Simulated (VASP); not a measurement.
# Cr (Im-3m) in VASP: a series of runs

The runs below take Cr through single point, with PBE.

Everything below comes from runs of VASP 6.6.1. Logs are shortened: lines on timing, memory, paths and dates and some standing lists are left out, and cuts for length are marked.

**1. The cell of the first run**

The structure is cubic, space group Im-3m (No. 229). The conventional cell has a = 2.848 Å, b = 2.848 Å, c = 2.848 Å, α = 90.00°, β = 90.00°, γ = 90.00°. Within 3.3 Å of Cr (site symmetry m-3m) lie 14 Cr at 2.47 to 2.85 Å.

**2. Single point, PBE, collinear spin, ferromagnetic start**

File INCAR:

```
SYSTEM = Cr
ALGO = Normal ; EDIFF = 1E-7
ENCUT = 520 ; GGA = PE
ISIF = 2 ; ISMEAR = 0
ISPIN = 2 ; LASPH = .TRUE.
LCHARG = .FALSE. ; LMAXMIX = 4
LORBIT = 11 ; LREAL = .FALSE.
LWAVE = .FALSE. ; MAGMOM = 0.05
NBANDS = 16 ; NELM = 150
PREC = Accurate ; SIGMA = 0.05
```

File KPOINTS:

```
k-points
0
G
  22 22 22
  0 0 0
```

File POSCAR:

```
Cr
1.0
   -1.4241107216      1.4241107216      1.4241107216
    1.4241107216     -1.4241107216      1.4241107216
    1.4241107216      1.4241107216     -1.4241107216
Cr
1
Direct
    0.0000000000      0.0000000000      0.0000000000
```

Potentials or basis: VASP PAW PBE potentials, release 64 (Cr_pv).

Started as:

```
$ cat potpaw_PBE.64/Cr_pv/POTCAR > POTCAR
$ mpirun -np 1 vasp_std > vasp.out
```

OUTCAR:

```text
SYSTEM = Cr
   EDIFF = 1E-7
   ENCUT = 520
   GGA = PE
   ISIF = 2
   ISMEAR = 0
   ISPIN = 2
   LASPH = .TRUE.
   LORBIT = 11
   LREAL = .FALSE.
   NELM = 150
   PREC = Accurate

 ion  position               nearest neighbor table
   1  0.000  0.000  0.000-

  LATTYP: Found a body centered cubic cell.
 ALAT       =     2.8482214432

  Lattice vectors:

 A1 = (  -1.4241107216,   1.4241107216,   1.4241107216)
 A2 = (   1.4241107216,  -1.4241107216,   1.4241107216)
 A3 = (   1.4241107216,   1.4241107216,  -1.4241107216)

Analysis of symmetry for initial positions (statically):
=====================================================================
 Subroutine PRICEL returns:
 Original cell was already a primitive cell.

 Routine SETGRP: Setting up the symmetry group for a
 body centered cubic supercell.

 Subroutine GETGRP returns: Found 48 space group operations
 (whereof 48 operations were pure point group operations)
 out of a pool of 48 trial point group operations.

The static configuration has the point symmetry O_h .

Analysis of symmetry for dynamics (positions and initial velocities):
=====================================================================
 Subroutine PRICEL returns:
 Original cell was already a primitive cell.

 Routine SETGRP: Setting up the symmetry group for a
 body centered cubic supercell.

 Subroutine GETGRP returns: Found 48 space group operations
 (whereof 48 operations were pure point group operations)
 out of a pool of 48 trial point group operations.

The dynamic configuration has the point symmetry O_h .

Analysis of structural, dynamic, and magnetic symmetry:
=====================================================================
 Subroutine PRICEL returns:
 Original cell was already a primitive cell.

 Routine SETGRP: Setting up the symmetry group for a
 body centered cubic supercell.

 Subroutine GETGRP returns: Found 48 space group operations
 (whereof 48 operations were pure point group operations)
 out of a pool of 48 trial point group operations.

The overall configuration has the point symmetry O_h .

 Subroutine INISYM returns: Found 48 space group operations
 (whereof 48 operations are pure point group operations),
 and found     1 'primitive' translations

----------------------------------------------------------------------------------------

                                     Primitive cell

  volume of cell :      11.5529

  direct lattice vectors                    reciprocal lattice vectors
    -1.424110722  1.424110722  1.424110722     0.000000000  0.351096296  0.351096296
     1.424110722 -1.424110722  1.424110722     0.351096296  0.000000000  0.351096296
     1.424110722  1.424110722 -1.424110722     0.351096296  0.351096296  0.000000000

  length of vectors
     2.466632125  2.466632125  2.466632125     0.496525144  0.496525144  0.496525144

  position of ions in fractional coordinates (direct lattice)
     0.000000000  0.000000000  0.000000000

  ion indices of the primitive-cell ions
   primitive index   ion index
                 1           1

----------------------------------------------------------------------------------------

 KPOINTS: k-points

Automatic generation of k-mesh.
 Grid dimensions read from file:
 generate k-points for:   22   22   22

 Generating k-lattice:

  Cartesian coordinates                     Fractional coordinates (reciprocal lattice)
     0.000000000  0.015958923  0.015958923     0.045454545  0.000000000  0.000000000
     0.015958923  0.000000000  0.015958923     0.000000000  0.045454545  0.000000000
     0.015958923  0.015958923  0.000000000     0.000000000  0.000000000  0.045454545

  Length of vectors
     0.022569325  0.022569325  0.022569325

  Shift w.r.t. Gamma in fractional coordinates (k-lattice)
     0.000000000  0.000000000  0.000000000

 Subroutine IBZKPT returns following result:
 ===========================================

 Found    328 irreducible k-points:

 Following reciprocal coordinates:
            Coordinates               Weight
  0.000000  0.000000  0.000000      1.000000
  0.045455  0.000000  0.000000     12.000000
  0.090909  0.000000  0.000000     12.000000
  0.136364  0.000000  0.000000     12.000000
  0.181818  0.000000  0.000000     12.000000
  0.227273  0.000000  0.000000     12.000000
[... 16 lines left out ...]
  0.090909  0.090909  0.000000     24.000000
  0.136364  0.090909  0.000000     48.000000
 [... further k-points ...]
   k-points           NKPTS =    328   k-points in BZ     NKDIM =    328   number of bands    NBANDS=     16
   number of dos      NEDOS =    301   number of ions     NIONS =      1
   total plane-waves  NPLWV =   5832
   dimension x,y,z NGX =    18 NGY =   18 NGZ =   18
   dimension x,y,z NGXF=    36 NGYF=   36 NGZF=   36
   ions per type =               1
   NGX,Y,Z   is equivalent  to a cutoff of  12.13, 12.13, 12.13 a.u.
   NGXF,Y,Z  is equivalent  to a cutoff of  24.26, 24.26, 24.26 a.u.
 SYSTEM =  Cr
   PREC   = accura    normal or accurate (medium, high low for compatibility)
   ISTART =      0    job   : 0-new  1-cont  2-samecut
   ICHARG =      2    charge: 1-file 2-atom 10-const
   ISPIN  =      2    spin polarized calculation?
   LNONCOLLINEAR =      F non collinear calculations
   LSORBIT =      F    spin-orbit coupling
   LASPH  =      T    aspherical Exc in radial PAW
   ENCUT  =  520.0 eV  38.22 Ry    6.18 a.u.   4.59  4.59  4.59*2*pi/ulx,y,z
   NELM   =    150;   NELMIN=  2; NELMDL= -5     # of ELM steps
   EDIFF  = 0.1E-06   stopping-criterion for ELM
   LREAL  =      F    real-space projection
   EDIFFG = 0.1E-05   stopping-criterion for IOM
   NSW    =      0    number of steps for IOM
   IBRION =     -1    ionic relax: 0-MD 1-quasi-New 2-CG
   NFREE  =      0    steps in history (QN), initial steepest desc. (CG)
   ISIF   =      2    stress and relaxation
   ISYM   =      2    0-nonsym 1-usesym 2-fastsym
   POTIM  = 0.5000    time-step for ionic-motion
   TEBEG  =    0.0;   TEEND  =   0.0 temperature during run
   PSTRESS=    0.0 pullay stress
   NELECT =      12.0000    total number of electrons
   NUPDOWN=      -1.0000    fix difference up-down
   EMIN   =  10.00;   EMAX   =-10.00  energy-range for DOS
   EFERMI =   0.00;   METHOD = LEGACY
   ISMEAR =     0;   SIGMA  =   0.05  broadening in eV -4-tet -1-fermi 0-gaus
   EFERMI_NEDOS =   21; number of points for ismear=-14 and -15
   IALGO  =     38    algorithm
   IMIX   =      4    mixing-type and parameters
     AMIX     =   0.40;   BMIX     =  1.00
     AMIX_MAG =   1.60;   BMIX_MAG =  1.00
  volume/ion in A,a.u.               =      11.55        77.96
  Fermi-wavevector in a.u.,A,eV,Ry     =   1.657950  3.133072 37.399681  2.748799
  Thomas-Fermi vector in A             =   2.745615
   LORBIT       =     11    0 simple, 1 ext, 2 COOP (PROOUT), +10 PAW based schemes
   GGA     = PE    functional components
   LHFCALC =     F    Hartree Fock is set to
   AEXX    =    0.0000 exact exchange contribution
   IVDW    =     0    specifies the selected vdW correction
   LEPSILON=     F    determine dielectric tensor
   LRPA    =     F    only Hartree local field effects (RPA)
 spin polarized calculation
 Gauss-broadening in eV      SIGMA  =   0.05
  energy-cutoff  :      520.00
  volume of cell :       11.55
 maximum number of plane-waves:       325
   NGX =  9   NGY =  9   NGZ =  9

 number of electron      11.9999994 magnetization      -0.0000073

 number of electron      11.9999994 magnetization       0.0000040

 Free energy of the ion-electron system (eV)
  ---------------------------------------------------
  ext. energy  EPLUGINS =         0.00000000
  ---------------------------------------------------
  free energy    TOTEN  =        -9.51458920 eV

  energy without entropy =       -9.51325666  energy(sigma->0) =       -9.51392293

 E-fermi :  10.9730     XC(G=0): -13.6733

 val. band max:       10.9672510952   @ k =  -0.1818   0.1818   0.0455
 cond. band min:      10.9774494653   @ k =  -0.4091   0.4545   0.2727
 fundamental gap:      0.0101983700
 Fermi energy:        10.9730446067

 spin component 1

 k-point     1 :       0.0000    0.0000    0.0000
  band No.  band energies     occupation
      1     -31.7611      1.00000
      2     -31.7611      1.00000
      3     -31.7611      1.00000
      4       3.1135      1.00000
      5      10.0559      1.00000
      6      10.0559      1.00000
[... 8 lines left out ...]
     15      40.7627      0.00000
     16      45.3228      0.00000
[... 419 lines left out ...]
 k-point    24 :       0.1364    0.0909    0.0000
  band No.  band energies     occupation
      1     -32.0775      1.00000
      2     -31.8428      1.00000
      3     -31.7854      1.00000
      4       4.6998      1.00000
      5       9.5631      1.00000
      6       9.6929      1.00000
[... 8 lines left out ...]
     15      39.4194      0.00000
     16      42.2622      0.00000

 [... further k-points ...]

 spin component 2

 k-point     1 :       0.0000    0.0000    0.0000
  band No.  band energies     occupation
      1     -31.7611      1.00000
      2     -31.7611      1.00000
      3     -31.7611      1.00000
      4       3.1135      1.00000
      5      10.0559      1.00000
      6      10.0559      1.00000
[... 8 lines left out ...]
     15      40.7627      0.00000
     16      45.3228      0.00000
[... 419 lines left out ...]
 k-point    24 :       0.1364    0.0909    0.0000
  band No.  band energies     occupation
      1     -32.0775      1.00000
      2     -31.8428      1.00000
      3     -31.7854      1.00000
      4       4.6998      1.00000
      5       9.5631      1.00000
      6       9.6930      1.00000
[... 8 lines left out ...]
     15      39.4194      0.00000
     16      42.2622      0.00000

 [... further k-points ...]

------------------------ aborting loop because EDIFF is reached ----------------------------------------

  FORCE on cell =-STRESS in cart. coord.  units (eV):
  Direction    XX          YY          ZZ          XY          YZ          ZX
  --------------------------------------------------------------------------------------
  -------------------------------------------------------------------------------------
  Total       -0.0347197     -0.0347197     -0.0347197      0.0000000      0.0000000     -0.0000000
  in kB       -4.8149951     -4.8149951     -4.8149951      0.0000000      0.0000000     -0.0000000
  external PRESSURE =      -4.8149951 kB  Pullay stress =       0.0000000 kB

 VOLUME and BASIS-vectors are now :
 -----------------------------------------------------------------------------
  energy-cutoff  :      520.00
  volume of cell :       11.55
      direct lattice vectors                 reciprocal lattice vectors
    -1.424110722  1.424110722  1.424110722     0.000000000  0.351096296  0.351096296
     1.424110722 -1.424110722  1.424110722     0.351096296  0.000000000  0.351096296
     1.424110722  1.424110722 -1.424110722     0.351096296  0.351096296  0.000000000

 POSITION                                       TOTAL-FORCE (eV/Angst)
 -----------------------------------------------------------------------------------
      0.00000      0.00000      0.00000         0.000000     -0.000000      0.000000
 -----------------------------------------------------------------------------------
    total drift:                                0.000000     -0.000000      0.000000

  FREE ENERGIE OF THE ION-ELECTRON SYSTEM (eV)
  ---------------------------------------------------
  free  energy   TOTEN  =        -9.5145891997 eV

  energy  without entropy=       -9.5132566558  energy(sigma->0) =       -9.51392293

 total charge

# of ion       s       p       d       tot
------------------------------------------
    1        0.441   6.407   4.210  11.057

 magnetization (x)

# of ion       s       p       d       tot
------------------------------------------
    1       -0.000   0.000   0.000   0.000
```

It took 90 s on 1 thread of Oxide Virtual Turin-like, shared host; peak memory 0.16 GiB.

Results:

```
Free energy                                           : -9.5146 eV
Pressure                                              : -0.5 GPa
Band gap on the k mesh                                : zero (filled and empty bands overlap)
Net moment                                            : 0.00 μB per cell
Valence electrons inside the program's atomic spheres : Cr 11.06
```

**3. Single point, PBE, collinear spin, ferromagnetic start**

This run uses another cell than the first one: it holds 2 atoms, not 1.

File INCAR:

```
PREC = Accurate
ENCUT = 520
EDIFF = 1E-6
ISMEAR = 0
SIGMA = 0.05
LREAL = F
LASPH = T
NELM = 150
ALGO = Normal
ISIF = 2
LWAVE = F
LCHARG = F
ISPIN = 2
MAGMOM = 2 2
LORBIT = 11
LMAXMIX = 4
GGA = PE
NBANDS = 23
```

File KPOINTS:

```
regular mesh
0
Gamma
  14 14 8
```

File POSCAR:

```
Cr
1.0
    1.4241107216     -1.4241107216      1.4241107216
   -1.4241107216      1.4241107216      1.4241107216
   -2.8482214432     -2.8482214432      0.0000000000
Cr
2
Direct
    0.0000000000      0.0000000000      0.0000000000
    0.5000000000      0.5000000000      0.5000000000
```

Potentials or basis: VASP PAW PBE potentials, release 64 (Cr_pv).

Started as:

```
$ cat potpaw_PBE.64/Cr_pv/POTCAR > POTCAR
$ mpirun -np 1 vasp_std > vasp.out
```

It took 2.7 min on 1 thread of Oxide Virtual Turin-like, shared host; peak memory 0.26 GiB.

It converged, with:

- Free energy: -19.0270 eV
- Pressure: -0.6 GPa
- Band gap on the k mesh: zero (filled and empty bands overlap)
- Net moment: 0.00 μB per cell
- Valence electrons inside the program's atomic spheres: Cr 11.06

Stress tensor (GPa, compression positive):
```
-0.39 -0.33  0.00
-0.33 -0.39  0.00
 0.00  0.00 -0.99
```

Levels at points of the mesh, in eV from the Fermi level:
Spin up:
| k point | band 10 | band 11 | band 12 | band 13 | band 14 | band 15 |
| --- | --- | --- | --- | --- | --- | --- |
| (0.00, 0.00, 0.00) | -0.98 | -0.98 | -0.97 | 1.05 | 1.07 | 1.07 |
| (0.50, 0.00, 0.00) | -2.46 | -1.69 | -1.69 | 0.86 | 0.86 | 1.55 |
| (0.50, 0.50, 0.00) | -2.52 | 1.05 | 1.08 | 1.42 | 2.37 | 2.38 |
| (0.00, 0.00, 0.50) | -1.80 | -1.29 | -1.29 | 0.68 | 0.68 | 0.74 |
| (0.50, 0.00, 0.50) | -2.52 | 1.05 | 1.05 | 1.07 | 1.07 | 1.41 |
| (0.50, 0.50, 0.50) | -2.86 | -0.56 | -0.56 | 0.32 | 0.32 | 2.56 |
Spin down:
```tsv
k point	band 9	band 10	band 11	band 12	band 13	band 14	band 15	band 16
(0.00, 0.00, 0.00)	-2.53	-0.98	-0.98	-0.97	1.05	1.07	1.07	1.08
(0.50, 0.00, 0.00)	-2.45	-2.45	-1.69	-1.69	0.86	0.86	1.55	1.55
(0.50, 0.50, 0.00)	-4.38	-2.52	1.05	1.08	1.42	2.37	2.38	2.38
(0.00, 0.00, 0.50)	-1.80	-1.80	-1.29	-1.29	0.68	0.68	0.74	0.74
(0.50, 0.00, 0.50)	-2.52	-2.52	1.05	1.05	1.07	1.07	1.41	1.41
(0.50, 0.50, 0.50)	-2.86	-2.86	-0.56	-0.56	0.32	0.32	2.56	2.56
```

Caveat: the starting moments collapsed, and a magnetic state may lie lower.
